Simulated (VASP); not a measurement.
Set up this calculation in VASP 6.6.1, as the native input.

```yaml
Task: single point
Functional: BLYP
Potentials_or_basis: VASP PAW PBE potentials, release 64 (As)
Cutoff: 520 eV
k_mesh: 14 × 14 × 14
Occupations: fermi-dirac, width 0.1 eV
Spin: no spin polarisation
Dipole_correction: no
Further_INCAR_settings: ALGO = Normal; EDIFF = 1e-07; NBANDS = 8
```

The structure of As lies in POSCAR:

```
As
1.0
    0.0000000000      2.1752990230      2.1752990230
    2.1752990230      0.0000000000      2.1752990230
    2.1752990230      2.1752990230      0.0000000000
As
1
Direct
    0.0000000000      0.0000000000      0.0000000000
```

This cell differs from its parent crystal: volume scaled by 0.96.

The input as run:

INCAR

```
PREC = Accurate
ENCUT = 520
EDIFF = 1E-7
ISMEAR = -1
SIGMA = 0.1
LREAL = False
LASPH = True
NELM = 100
ALGO = Normal
ISIF = 2
LWAVE = False
LCHARG = False
GGA = B5
ALDAX = 1.0
AGGAX = 1.0
AGGAC = 1.0
ALDAC = 0.0
NBANDS = 8
```

KPOINTS

```
Automatic mesh
0
Gamma
  14 14 14
```

Potentials or basis: VASP PAW PBE potentials, release 64 (As).

The run is started by

```bash
$ cat potpaw_PBE.64/As/POTCAR > POTCAR
$ mpirun -np 1 vasp_std > vasp.out
```

It gave:

```
Pressure : 2.9 GPa
```

Caveat: the PAW data sets were made with another functional, which shifts forces and pressure a little.

Run time: 11 s on 1 thread of AMD EPYC 9R45 (Zen 5) (shared host), peak memory 0.11 GiB.
